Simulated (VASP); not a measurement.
A run of VASP 6.6.1 is set up as follows.

Contents of POSCAR:

```
TaN
1.0
    0.0000000000      2.2321080172      2.2321080172
    2.2321080172      0.0000000000      2.2321080172
    2.2321080172      2.2321080172      0.0000000000
Ta N
1 1
Direct
    0.0000000000      0.0000000000      0.0000000000
    0.5000000000      0.5000000000      0.5000000000
```

The input INCAR.step1:

```
ALGO = Normal
EDIFF = 1E-5
ENCUT = 660
GGA = PE
GGA_COMPAT = F
ISMEAR = 0
LASPH = T
LCHARG = F
LREAL = F
LWAVE = T
NBANDS = 16
NELM = 120
PREC = Accurate
SIGMA = 0.1
```

File INCAR.step2:

```
ALGO = Normal
EDIFF = 1E-6
ENCUT = 660
GGA_COMPAT = F
ISIF = 2
ISMEAR = 0
ISTART = 1
LASPH = T
LCHARG = F
LMIXTAU = T
LREAL = F
LWAVE = F
METAGGA = R2SCAN
NBANDS = 16
NELM = 120
PREC = Accurate
SIGMA = 0.1
```

The input KPOINTS:

```
k-points
0
Gamma
  8 8 8
```

Potentials or basis: VASP PAW PBE potentials, release 64 (Ta_sv_GW, N).

The run is started by

```console
$ cat potpaw_PBE.64/Ta_sv_GW/POTCAR potpaw_PBE.64/N/POTCAR > POTCAR
$ cp INCAR.step1 INCAR
$ mpirun -np 1 vasp_std > vasp.out
$ cp INCAR.step2 INCAR
$ mpirun -np 1 vasp_std > vasp.out
```

(1) Predict the pressure.

(2) Estimate the band gap on the k mesh.

## Answers

(1) -14.5 GPa.

(2) zero (band 9 reaches 14.97 eV, above the bottom of band 10 at 11.15 eV).

Caveat: the PAW data sets were made with another functional, which shifts forces and pressure a little; spin-orbit coupling is left out, which moves the levels of the heavy elements.
